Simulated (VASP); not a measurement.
Crystal: TaN.

```xyz
2
Lattice="2.9380 0.0000 0.0000 -1.4690 2.5444 0.0000 0.0000 0.0000 2.8830" Properties=species:S:1:pos:R:3 pbc="T T T"
Ta    0.0000    1.6963    1.4415
N     0.0000    0.0000    0.0000
```

```yaml
Program: VASP 6.6.1
Task: relaxation of cell and atoms
Functional: PBE
Potentials_or_basis: VASP PAW PBE potentials, release 64 (Ta_sv_GW, N)
Cutoff: 600 eV
k_mesh: 10 × 10 × 9
Occupations: fermi-dirac, width 0.05 eV
Spin: no spin polarisation
Hubbard_terms: Ta d U = 3.0 eV
```

At the start: pressure 14.6 GPa; volume 10.78 Å³/atom.

Question: Where does the relaxation end?

Answer: Over 11 steps the energy falls by 19.8 meV/atom and the volume is 11.22 Å³/atom (+4.2 %); space group P-6m2 (No. 187, to 0.05 Å).

The path:
```tsv
step	energy change (eV)	largest force (eV/Å)	pressure (GPa)	volume (Å³)
1	0.0000	0.0000	14.55	21.55
2	0.1629	0.0000	-25.71	24.75
3	-0.0396	0.0000	-0.46	22.48
4	-0.0396	0.0000	0.01	22.45
5	-0.0396	0.0000	0.26	22.43
6	-0.0396	0.0000	0.21	22.44
7	-0.0396	0.0000	0.22	22.44
8	-0.0396	0.0000	0.23	22.44
9	-0.0396	0.0000	-0.37	22.48
10	-0.0397	0.0000	-0.19	22.45
11	-0.0397	0.0000	0.10	22.45
```

Final structure:
```yaml
crystal:
  lattice:
    - [2.97690, 0.00000, 0.00000]
    - [-1.48845, 2.57807, 0.00000]
    - [0.00000, 0.00000, 2.92485]
  atoms:
    - { symbol: Ta, position: [0.33333, 0.66667, 0.50000] }
    - { symbol: N, position: [0.00000, 0.00000, 0.00000] }
```

Caveat: U without spin polarisation on a metal has little footing.
